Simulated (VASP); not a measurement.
Write the native input for VASP 6.6.1 that does the following.

| Property | Result |
| --- | --- |
| Task | single point |
| Functional | PBE |
| Potentials or basis | VASP PAW PBE potentials, release 64 (Ru_pv, Ir) |
| Cutoff | 520 eV |
| k mesh | 6 × 6 × 1 |
| Occupations | gaussian, width 0.1 eV |
| Spin | no spin polarisation |
| Dipole correction | no |
| Further INCAR settings | ALGO = Normal; EDIFF = 1e-06; NBANDS = 71 |

The structure of Ir2Ru3 lies in POSCAR:

```
Ir2Ru3
1.0
    2.7355787000      0.0000000000      0.0000000000
   -1.3677894000      2.3690807000      0.0000000000
    0.0000000000      0.0000000000     21.6918196000
Ru Ir
6 4
Direct
    0.3333333000      0.6666667000      0.0482920000
    0.3333333000      0.6666667000      0.2500000000
    0.3333333000      0.6666667000      0.4517080000
    0.6666667000      0.3333333000      0.5482920000
    0.6666667000      0.3333333000      0.7500000000
    0.6666667000      0.3333333000      0.9517080000
    0.3333333000      0.6666667000      0.6495710000
    0.3333333000      0.6666667000      0.8504290000
    0.6666667000      0.3333333000      0.1495710000
    0.6666667000      0.3333333000      0.3504290000
```

One way to write it, as run:

INCAR

```
SYSTEM = Ir2Ru3
PREC     = Accurate       ! precision mode
ENCUT    = 520            ! plane-wave cutoff, eV
EDIFF    = 1E-6           ! SCF threshold, eV
ISMEAR   = 0              ! smearing method
SIGMA    = 0.1            ! smearing width, eV
LREAL    = .FALSE.        ! projectors in reciprocal space
LASPH    = .TRUE.         ! aspherical terms in the spheres
NELM     = 80             ! most SCF steps
ALGO     = Normal         ! electronic algorithm
ISIF     = 2              ! what is computed and relaxed
LWAVE    = .FALSE.        ! write WAVECAR
LCHARG   = .TRUE.         ! write CHGCAR
GGA      = PE             ! functional
LELF     = .TRUE.         ! ELF
LVHAR    = .TRUE.       
NBANDS   = 71             ! bands
```

KPOINTS

```
Automatic mesh
0
G
  6 6 1
  0 0 0
```

Potentials or basis: VASP PAW PBE potentials, release 64 (Ru_pv, Ir).

Command:

```sh
$ cat potpaw_PBE.64/Ru_pv/POTCAR potpaw_PBE.64/Ir/POTCAR > POTCAR
$ mpirun -np 1 vasp_std > vasp.out
```

Results of the run:

| Quantity | Value |
| --- | --- |
| Pressure | 1.3 GPa |
| Largest force | 0.197 eV/Å |
| Band gap on the k mesh | zero (band 60 reaches 12.78 eV, above the bottom of band 61 at 10.21 eV) |

Caveat: the k points lie up to 0.44 Å⁻¹ apart; spin-orbit coupling is left out, which moves the levels of the heavy elements.

Wall time 3.4 min on 1 thread of Intel(R) Xeon(R) Platinum 8259CL CPU @ 2.50GHz (Skylake/Cascade Lake) (shared host), peak memory 0.26 GiB.
